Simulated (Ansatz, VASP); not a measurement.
## One calculation of NiO, two programs

The input POSCAR:

```
NiO
1.0
    0.0000000000      2.2835484600      2.2835484600
    2.2835484600      0.0000000000      2.2835484600
    2.2835484600      2.2835484600      0.0000000000
Ni O
1 1
Direct
    0.0000000000      0.0000000000      0.0000000000
    0.2500000000      0.2500000000      0.2500000000
```

The input INCAR.step1:

```
PREC = Accurate
ENCUT = 600
EDIFF = 1E-5
ISMEAR = -1
SIGMA = 0.05
LREAL = False
LASPH = True
NELM = 150
ALGO = Normal
LWAVE = True
LCHARG = False
ISPIN = 2
MAGMOM = 1 0
LORBIT = 11
LMAXMIX = 4
GGA = PE
NBANDS = 19
```

The input INCAR.step2:

```
PREC = Accurate
ENCUT = 600
EDIFF = 1E-6
ISMEAR = -1
SIGMA = 0.05
LREAL = False
LASPH = True
NELM = 150
ALGO = Normal
ISIF = 3
LWAVE = False
LCHARG = False
ISPIN = 2
MAGMOM = 1 0
LORBIT = 11
LMAXMIX = 4
GGA = PE
LHFCALC = True
HFSCREEN = 0.2079
PRECFOCK = Normal
IBRION = 2
NSW = 60
EDIFFG = -0.01
ISTART = 1
```

File KPOINTS:

```
regular mesh
0
Gamma
  5 5 5
```

input

```
crystal:
  lattice:
    - [0.0, 2.28354846, 2.28354846]
    - [2.28354846, 0.0, 2.28354846]
    - [2.28354846, 2.28354846, 0.0]
  atoms:
    - { symbol: Ni, position: [0.0, 0.0, 0.0], spin: 1.0 }
    - { symbol: O, position: [0.25, 0.25, 0.25] }
hamiltonian:
  xc: hse06
  pseudopotentials: { kind: paw }
magnetization:
  spin_polarized: true
kpoints:
  mp_grid: { grid: [5, 5, 5] }
scf:
  occupations: { method: fermi_dirac, width: 0.05 }
output:
  forces: true
  stress: true
  eigenvalues: true
relax:
  f_tol: 0.01
  max_steps: 40
  cell: { stress_tol: 0.05 }
```

Alike in both runs: task relaxation of cell and atoms; functional HSE06; k mesh 5 × 5 × 5; occupations fermi-dirac, width 0.05 eV; collinear spin.

|  | VASP | Ansatz |
| --- | --- | --- |
| version | VASP 6.6.1 | Ansatz 0.2.0 |
| potentials or method | VASP PAW PBE potentials, release 64 (Ni, O) | Ansatz PAW |
| plane-wave cutoff (eV) | 600 | 420 |
| valence electrons in the cell | 16 | 24 |

|  | VASP | Ansatz | Ansatz less VASP |
| --- | --- | --- | --- |
| gap on the k mesh at the Fermi level, each at its own relaxed structure (eV) | none | none | - |
| net moment per atom (μB) | 1.00 | 1.00 | 0.000 |
| size of the moment on the site where the two differ most (μB) | 1.65 | 1.67 | +0.015 |
| relaxed volume (Å³/atom) | 10.99 | 10.98 | -0.013 |
| relaxed cell length with the largest relative difference (Å) | 3.144 | 3.143 | -0.0013 |

Site moments also hang on the region over which each program counts them. A gap of «none» marks a metal or a gap that the smearing closes. VASP's potentials hold 16 valence electrons a cell and Ansatz's 24, so a difference there can come from the potentials and not from the codes.

The k mesh is coarse, so the values compare programs but aren't converged. Noted on Ansatz's run: the magnetic or orbital state may not be the lowest; the plane-wave basis is chosen anew once the cell has moved, so the energies of steps on either side of that aren't comparable.
